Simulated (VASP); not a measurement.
# NaF (Fm-3m) in VASP: a series of runs

Aim: see how the results for NaF move with the level of theory and the settings. Levels: PBE+D4, PBE+D3(BJ). Tasks: single point.

Program: VASP 6.6.1. These are calculated values, not measurements. Logs are shortened: lines on timing, memory, paths and dates and some standing lists are left out, and cuts for length are marked.

## 1. The cell of the first run

The structure is cubic, space group Fm-3m (No. 225). Conventional cell: a = 4.678 Å, b = 4.678 Å, c = 4.678 Å, α = 90.00°, β = 90.00°, γ = 90.00°. Na (site symmetry m-3m) has 6 F at 2.34 Å within 3.1 Å. Within 3.1 Å of F (site symmetry m-3m) lie 6 Na at 2.34 Å.

## 2. Single point, PBE+D4

Input file INCAR:

```
SYSTEM = NaF
PREC     = Accurate       ! precision mode
ENCUT    = 520            ! plane-wave cutoff, eV
EDIFF    = 1E-7           ! SCF threshold, eV
ISMEAR   = 0              ! smearing method
SIGMA    = 0.05           ! smearing width, eV
LREAL    = .False.        ! projectors in reciprocal space
LASPH    = .True.         ! aspherical terms in the spheres
NELM     = 80             ! most SCF steps
ALGO     = Normal         ! electronic algorithm
ISIF     = 2              ! what is computed and relaxed
LWAVE    = .False.        ! write WAVECAR
LCHARG   = .True.         ! write CHGCAR
GGA      = PE             ! functional
IVDW     = 13             ! dispersion correction
LELF     = .True.         ! ELF
LVHAR    = .True.       
NBANDS   = 14             ! bands
```

Input file KPOINTS:

```
Automatic mesh
0
Gamma
  8 8 8
  0 0 0
```

Input file POSCAR:

```
NaF
1.0
    0.0000000000      2.3391851878      2.3391851878
    2.3391851878      0.0000000000      2.3391851878
    2.3391851878      2.3391851878      0.0000000000
Na F
1 1
Direct
    0.0000000000      0.0000000000      0.0000000000
    0.5000000000      0.5000000000      0.5000000000
```

Potentials or basis: VASP PAW PBE potentials, release 64 (Na_pv, F).

Launch:

```sh
$ cat potpaw_PBE.64/Na_pv/POTCAR potpaw_PBE.64/F/POTCAR > POTCAR
$ mpirun -np 1 vasp_std > vasp.out
```

OUTCAR:

```text
SYSTEM = NaF
   PREC = Accurate
   ENCUT = 520
   EDIFF = 1E-7
   ISMEAR = 0
   LREAL = .False.
   LASPH = .True.
   NELM = 80
   ISIF = 2
   GGA = PE
   IVDW = 13

 ion  position               nearest neighbor table
   1  0.000  0.000  0.000-   2 2.34   2 2.34   2 2.34   2 2.34   2 2.34   2 2.34
   2  0.500  0.500  0.500-   1 2.34   1 2.34   1 2.34   1 2.34   1 2.34   1 2.34

  LATTYP: Found a face centered cubic cell.
 ALAT       =     4.6783703756

  Lattice vectors:

 A1 = (   0.0000000000,   2.3391851878,   2.3391851878)
 A2 = (   2.3391851878,   0.0000000000,   2.3391851878)
 A3 = (   2.3391851878,   2.3391851878,   0.0000000000)

Analysis of symmetry for initial positions (statically):
=====================================================================
 Subroutine PRICEL returns:
 Original cell was already a primitive cell.

 Routine SETGRP: Setting up the symmetry group for a
 face centered cubic supercell.

 Subroutine GETGRP returns: Found 48 space group operations
 (whereof 48 operations were pure point group operations)
 out of a pool of 48 trial point group operations.

The static configuration has the point symmetry O_h .

Analysis of symmetry for dynamics (positions and initial velocities):
=====================================================================
 Subroutine PRICEL returns:
 Original cell was already a primitive cell.

 Routine SETGRP: Setting up the symmetry group for a
 face centered cubic supercell.

 Subroutine GETGRP returns: Found 48 space group operations
 (whereof 48 operations were pure point group operations)
 out of a pool of 48 trial point group operations.

The dynamic configuration has the point symmetry O_h .

 Subroutine INISYM returns: Found 48 space group operations
 (whereof 48 operations are pure point group operations),
 and found     1 'primitive' translations

----------------------------------------------------------------------------------------

                                     Primitive cell

  volume of cell :      25.5990

  direct lattice vectors                    reciprocal lattice vectors
     0.000000000  2.339185188  2.339185188    -0.213749644  0.213749644  0.213749644
     2.339185188  0.000000000  2.339185188     0.213749644 -0.213749644  0.213749644
     2.339185188  2.339185188  0.000000000     0.213749644  0.213749644 -0.213749644

  length of vectors
     3.308107417  3.308107417  3.308107417     0.370225243  0.370225243  0.370225243

  position of ions in fractional coordinates (direct lattice)
     0.000000000  0.000000000  0.000000000
     0.500000000  0.500000000  0.500000000

  ion indices of the primitive-cell ions
   primitive index   ion index
                 1           1
                 2           2

----------------------------------------------------------------------------------------

 KPOINTS: Automatic mesh

Automatic generation of k-mesh.
 Grid dimensions read from file:
 generate k-points for:    8    8    8

 Generating k-lattice:

  Cartesian coordinates                     Fractional coordinates (reciprocal lattice)
    -0.026718705  0.026718705  0.026718705     0.125000000  0.000000000  0.000000000
     0.026718705 -0.026718705  0.026718705     0.000000000  0.125000000  0.000000000
     0.026718705  0.026718705 -0.026718705     0.000000000  0.000000000  0.125000000

  Length of vectors
     0.046278155  0.046278155  0.046278155

  Shift w.r.t. Gamma in fractional coordinates (k-lattice)
     0.000000000  0.000000000  0.000000000

 Subroutine IBZKPT returns following result:
 ===========================================

 Found     29 irreducible k-points:

 Following reciprocal coordinates:
            Coordinates               Weight
  0.000000  0.000000  0.000000      1.000000
  0.125000  0.000000  0.000000      8.000000
  0.250000  0.000000  0.000000      8.000000
  0.375000  0.000000  0.000000      8.000000
  0.500000  0.000000  0.000000      4.000000
  0.125000  0.125000  0.000000      6.000000
[... 16 lines left out ...]
  0.500000  0.250000  0.125000     48.000000
 -0.375000  0.250000  0.125000     24.000000
 [... further k-points ...]
   k-points           NKPTS =     29   k-points in BZ     NKDIM =     29   number of bands    NBANDS=     14
   number of dos      NEDOS =    301   number of ions     NIONS =      2
   total plane-waves  NPLWV =  21952
   dimension x,y,z NGX =    28 NGY =   28 NGZ =   28
   dimension x,y,z NGXF=    56 NGYF=   56 NGZF=   56
   ions per type =               1   1
   NGX,Y,Z   is equivalent  to a cutoff of  14.07, 14.07, 14.07 a.u.
   NGXF,Y,Z  is equivalent  to a cutoff of  28.14, 28.14, 28.14 a.u.
 SYSTEM =  NaF
   PREC   = accura    normal or accurate (medium, high low for compatibility)
   ISTART =      0    job   : 0-new  1-cont  2-samecut
   ICHARG =      2    charge: 1-file 2-atom 10-const
   ISPIN  =      1    spin polarized calculation?
   LNONCOLLINEAR =      F non collinear calculations
   LSORBIT =      F    spin-orbit coupling
   LASPH  =      T    aspherical Exc in radial PAW
   ENCUT  =  520.0 eV  38.22 Ry    6.18 a.u.   6.15  6.15  6.15*2*pi/ulx,y,z
   NELM   =     80;   NELMIN=  2; NELMDL= -5     # of ELM steps
   EDIFF  = 0.1E-06   stopping-criterion for ELM
   LREAL  =      F    real-space projection
   EDIFFG = 0.1E-05   stopping-criterion for IOM
   NSW    =      0    number of steps for IOM
   IBRION =     -1    ionic relax: 0-MD 1-quasi-New 2-CG
   NFREE  =      0    steps in history (QN), initial steepest desc. (CG)
   ISIF   =      2    stress and relaxation
   ISYM   =      2    0-nonsym 1-usesym 2-fastsym
   POTIM  = 0.5000    time-step for ionic-motion
   TEBEG  =    0.0;   TEEND  =   0.0 temperature during run
   PSTRESS=    0.0 pullay stress
   NELECT =      14.0000    total number of electrons
   NUPDOWN=      -1.0000    fix difference up-down
   EMIN   =  10.00;   EMAX   =-10.00  energy-range for DOS
   EFERMI =   0.00;   METHOD = LEGACY
   ISMEAR =     0;   SIGMA  =   0.05  broadening in eV -4-tet -1-fermi 0-gaus
   EFERMI_NEDOS =   21; number of points for ismear=-14 and -15
   IALGO  =     38    algorithm
   IMIX   =      4    mixing-type and parameters
     AMIX     =   0.40;   BMIX     =  1.00
     AMIX_MAG =   1.60;   BMIX_MAG =  1.00
  volume/ion in A,a.u.               =      12.80        86.38
  Fermi-wavevector in a.u.,A,eV,Ry     =   1.338781  2.529929 24.386196  1.792335
  Thomas-Fermi vector in A             =   2.467225
   LORBIT       =      0    0 simple, 1 ext, 2 COOP (PROOUT), +10 PAW based schemes
   GGA     = PE    functional components
   LHFCALC =     F    Hartree Fock is set to
   AEXX    =    0.0000 exact exchange contribution
   IVDW    =    13    specifies the selected vdW correction
   LEPSILON=     F    determine dielectric tensor
   LRPA    =     F    only Hartree local field effects (RPA)
 non-spin polarized calculation
 Gauss-broadening in eV      SIGMA  =   0.05
  energy-cutoff  :      520.00
  volume of cell :       25.60
 maximum number of plane-waves:       701
 NGX is ok and might be reduce to    28
   NGX = 13   NGY = 13   NGZ = 13

 number of electron      14.0000006 magnetization

 Free energy of the ion-electron system (eV)
  ---------------------------------------------------
  ext. energy  EPLUGINS =         0.00000000
  ---------------------------------------------------
  free energy    TOTEN  =        -8.56837527 eV

  energy without entropy =       -8.56837527  energy(sigma->0) =       -8.56837527

 E-fermi :  -1.9804     XC(G=0):  -9.0194

 val. band max:       -2.2057519374   @ k =   0.0000   0.0000   0.0000
 cond. band min:       3.9418008638   @ k =   0.0000   0.0000   0.0000
 fundamental gap:      6.1475528012
 Fermi energy:        -1.9804225472

 k-point     1 :       0.0000    0.0000    0.0000
  band No.  band energies     occupation
      1     -21.3326      2.00000
      2     -21.2389      2.00000
      3     -21.2389      2.00000
      4     -21.2389      2.00000
      5      -2.2058      2.00000
      6      -2.2058      2.00000
      7      -2.2058      2.00000
      8       3.9418      0.00000
      9      16.5655      0.00000
     10      16.5655      0.00000
     11      16.5655      0.00000
     12      19.3709      0.00000
     13      21.5142      0.00000
     14      21.5142      0.00000

 k-point     2 :       0.1250    0.0000    0.0000
  band No.  band energies     occupation
      1     -21.5713      2.00000
      2     -21.2406      2.00000
      3     -21.2406      2.00000
      4     -20.9813      2.00000
      5      -2.4903      2.00000
      6      -2.2417      2.00000
      7      -2.2417      2.00000
      8       4.4773      0.00000
      9      14.8473      0.00000
     10      16.7913      0.00000
     11      16.7913      0.00000
     12      20.9129      0.00000
     13      20.9129      0.00000
     14      21.1907      0.00000

 k-point     3 :       0.2500    0.0000    0.0000
  band No.  band energies     occupation
      1     -21.7952      2.00000
      2     -21.2446      2.00000
      3     -21.2446      2.00000
      4     -20.7115      2.00000
      5      -3.0685      2.00000
      6      -2.3273      2.00000
      7      -2.3273      2.00000
      8       5.7758      0.00000
      9      12.7588      0.00000
     10      17.2794      0.00000
     11      17.2794      0.00000
     12      20.2418      0.00000
     13      20.2418      0.00000
     14      21.7149      0.00000

 k-point     4 :       0.3750    0.0000    0.0000
  band No.  band energies     occupation
      1     -21.9391      2.00000
      2     -21.2486      2.00000
      3     -21.2486      2.00000
      4     -20.5212      2.00000
      5      -3.5515      2.00000
      6      -2.4113      2.00000
      7      -2.4113      2.00000
      8       7.3363      0.00000
      9      11.0568      0.00000
     10      17.5639      0.00000
     11      17.5639      0.00000
     12      20.2057      0.00000
     13      20.2057      0.00000
     14      21.2723      0.00000

 k-point     5 :       0.5000    0.0000    0.0000
  band No.  band energies     occupation
      1     -21.9887      2.00000
      2     -21.2502      2.00000
      3     -21.2502      2.00000
      4     -20.4527      2.00000
      5      -3.7328      2.00000
      6      -2.4457      2.00000
      7      -2.4457      2.00000
      8       8.4000      0.00000
      9      10.0189      0.00000
     10      17.5936      0.00000
     11      17.5936      0.00000
[... 276 lines left out ...]
 k-point    22 :       0.3750    0.2500    0.1250
  band No.  band energies     occupation
      1     -21.7811      2.00000
      2     -21.2719      2.00000
      3     -21.2520      2.00000
      4     -20.6888      2.00000
      5      -3.1989      2.00000
      6      -2.5137      2.00000
      7      -2.4074      2.00000
      8       6.7811      0.00000
      9      12.2205      0.00000
     10      15.7912      0.00000
     11      17.4269      0.00000
     12      17.9564      0.00000
     13      21.7517      0.00000
     14      24.5052      0.00000

 k-point    23 :       0.5000    0.2500    0.1250
  band No.  band energies     occupation
      1     -21.8236      2.00000
      2     -21.2853      2.00000
      3     -21.2607      2.00000
      4     -20.6104      2.00000
      5      -3.3945      2.00000
      6      -2.6857      2.00000
      7      -2.4897      2.00000
      8       8.2447      0.00000
      9      11.2019      0.00000
     10      14.8967      0.00000
     11      16.7394      0.00000
     12      19.0637      0.00000
     13      21.0722      0.00000
     14      25.0591      0.00000

 k-point    24 :      -0.3750    0.2500    0.1250
  band No.  band energies     occupation
      1     -21.8391      2.00000
      2     -21.2882      2.00000
      3     -21.2670      2.00000
      4     -20.5798      2.00000
      5      -3.4638      2.00000
      6      -2.7592      2.00000
      7      -2.5265      2.00000
      8       9.3932      0.00000
      9      10.2811      0.00000
     10      14.6162      0.00000
     11      16.4345      0.00000
     12      19.6307      0.00000
     13      20.6685      0.00000
     14      25.3312      0.00000

 [... further k-points ...]

------------------------ aborting loop because EDIFF is reached ----------------------------------------

  DFT-D4 for vdW energy calculation

  Edisp (eV):   -0.10033

  FORCE on cell =-STRESS in cart. coord.  units (eV):
  Direction    XX          YY          ZZ          XY          YZ          ZX
  --------------------------------------------------------------------------------------
  -------------------------------------------------------------------------------------
  Total      -0.02093    -0.02093    -0.02093     0.00000     0.00000     0.00000
  in kB      -1.30972    -1.30972    -1.30972     0.00000     0.00000     0.00000
  external pressure =       -1.31 kB  Pullay stress =        0.00 kB

 VOLUME and BASIS-vectors are now :
 -----------------------------------------------------------------------------
  energy-cutoff  :      520.00
  volume of cell :       25.60
      direct lattice vectors                 reciprocal lattice vectors
     0.000000000  2.339185188  2.339185188    -0.213749644  0.213749644  0.213749644
     2.339185188  0.000000000  2.339185188     0.213749644 -0.213749644  0.213749644
     2.339185188  2.339185188  0.000000000     0.213749644  0.213749644 -0.213749644

 POSITION                                       TOTAL-FORCE (eV/Angst)
 -----------------------------------------------------------------------------------
      0.00000      0.00000      0.00000         0.000000     -0.000000     -0.000000
      2.33919      2.33919      2.33919        -0.000000      0.000000      0.000000
 -----------------------------------------------------------------------------------
    total drift:                                0.000000      0.000000      0.000000

  FREE ENERGIE OF THE ION-ELECTRON SYSTEM (eV)
  ---------------------------------------------------
  free  energy   TOTEN  =        -8.6687009592 eV

  energy  without entropy=       -8.6687009592  energy(sigma->0) =       -8.66870096
```

It took 37 s on 1 thread of AMD EPYC 7R13, shared host; peak memory 0.12 GiB.

What came out:

```
Free energy                : -8.6687 eV
Pressure                   : -0.1 GPa
Band gap on the k mesh     : 6.15 eV, direct
Dispersion energy per atom : -0.050 eV
```

Expect the measured gap to be larger: semilocal functionals such as PBE lack the derivative discontinuity.

## 3. Single point, PBE+D4 (volume scaled by 0.98)

Input file INCAR:

```
PREC = Accurate
ENCUT = 520
EDIFF = 1E-6
ISMEAR = 0
SIGMA = 0.05
LREAL = F
LASPH = T
NELM = 100
ALGO = Normal
ISIF = 2
LWAVE = F
LCHARG = F
GGA = PE
IVDW = 13
NBANDS = 14
```

Input file KPOINTS:

```
Automatic mesh
0
Gamma
  8 8 8
```

Input file POSCAR:

```
NaF
1.0
    0.0000000000      2.3234854853      2.3234854853
    2.3234854853      0.0000000000      2.3234854853
    2.3234854853      2.3234854853      0.0000000000
Na F
1 1
Direct
    0.0000000000      0.0000000000      0.0000000000
    0.5000000000      0.5000000000      0.5000000000
```

Potentials or basis: VASP PAW PBE potentials, release 64 (Na_pv, F).

Launch:

```sh
$ cat potpaw_PBE.64/Na_pv/POTCAR potpaw_PBE.64/F/POTCAR > POTCAR
$ mpirun -np 1 vasp_std > vasp.out
```

Run time: 20 s. Hardware: 1 thread of AMD EPYC 7R13, shared host; peak memory 0.1 GiB.

It converged, with:

```yaml
Free_energy: -8.6667 eV
Pressure: 0.8 GPa
Band_gap_on_the_k_mesh: 6.25 eV, direct
Dispersion_energy_per_atom: -0.051 eV
```

Levels at points of the mesh, in eV from the valence-band top:
```csv
k point,band 4,band 5,band 6,band 7,band 8,band 9,band 10,band 11
"(0.00, 0.00, 0.00)",-18.97,0.00,0.00,0.00,6.25,18.92,18.92,18.92
"(0.50, 0.00, 0.00)",-18.20,-1.57,-0.25,-0.25,10.73,12.40,20.02,20.02
"(0.50, 0.50, 0.00)",-18.91,-1.26,-0.40,-0.40,13.08,13.28,13.52,19.66
```

(Continued in part 2 of 2.)
